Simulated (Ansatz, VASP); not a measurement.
ZnO: VASP beside Ansatz

Contents of INCAR:

```
ALGO     = Normal         # electronic algorithm
EDIFF    = 1E-6           # SCF threshold, eV
ENCUT    = 520            # plane-wave cutoff, eV
GGA      = PE             # functional
ISIF     = 2              # what is computed and relaxed
ISMEAR   = 0              # smearing method
LASPH    = T              # aspherical terms in the spheres
LCHARG   = F              # write CHGCAR
LREAL    = F              # projectors in reciprocal space
LWAVE    = F              # write WAVECAR
NBANDS   = 46             # bands
NELM     = 60             # most SCF steps
PREC     = Accurate       # precision mode
SIGMA    = 0.02           # smearing width, eV
```

File KPOINTS:

```
k-points
0
Gamma
  12 12 4
```

POSCAR

```
ZnO
1.0
    3.2718122525      0.0000000000      0.0000000000
   -1.6359061262      2.8334725271      0.0000000000
    0.0000000000      0.0000000000     10.6299963391
Zn O
4 4
Direct
    0.6666666667      0.3333333333      0.8441010606
    0.3333333333      0.6666666667      0.3441010606
    0.0000000000      0.0000000000      0.5943078470
    0.0000000000      0.0000000000      0.0943078470
    0.6666666667      0.3333333333      0.6559158559
    0.3333333333      0.6666666667      0.1559158559
    0.0000000000      0.0000000000      0.4056752366
    0.0000000000      0.0000000000      0.9056752366
```

Input for Ansatz:

```yaml
crystal:
  lattice:
    - [3.2718122525, 0.0, 0.0]
    - [-1.6359061262, 2.8334725271, 0.0]
    - [0.0, 0.0, 10.6299963391]
  atoms:
    - { symbol: Zn, position: [0.6666666667, 0.3333333333, 0.8441010606] }
    - { symbol: Zn, position: [0.3333333333, 0.6666666667, 0.3441010606] }
    - { symbol: Zn, position: [0.0, 0.0, 0.594307847] }
    - { symbol: Zn, position: [0.0, 0.0, 0.094307847] }
    - { symbol: O, position: [0.6666666667, 0.3333333333, 0.6559158559] }
    - { symbol: O, position: [0.3333333333, 0.6666666667, 0.1559158559] }
    - { symbol: O, position: [0.0, 0.0, 0.4056752366] }
    - { symbol: O, position: [0.0, 0.0, 0.9056752366] }
basis:
  ecutwfc: 420
kpoints:
  mp_grid: { grid: [12, 12, 4] }
  band_path: { path: [VBM, CBM], npoints: 2 }
hamiltonian:
  xc: pbe
scf:
  occupations: { method: gaussian, width: 0.02 }
output:
  forces: false
  stress: false
  eigenvalues: true
checkpoint:
  read: start.run
  write: ck
  compress: false
  write_wavefunctions: false
  write_every: 100000
```

Alike in both runs: task single point; functional PBE; k mesh 12 × 12 × 4; occupations gaussian, width 0.02 eV; no spin polarisation.

|  | VASP | Ansatz |
| --- | --- | --- |
| version | VASP 6.6.1 | Ansatz 0.2.0 |
| potentials or method | VASP PAW PBE potentials, release 64 (Zn, O), cutoff 520 eV | scalar-relativistic, plane waves, PAW |
| valence electrons in the cell | 72 | 72 |

```csv
,VASP,Ansatz,Ansatz less VASP
gap on the k mesh at the Fermi level (eV),0.67,0.69,+0.016
least direct gap on the mesh (eV),0.67,0.69,+0.016
```
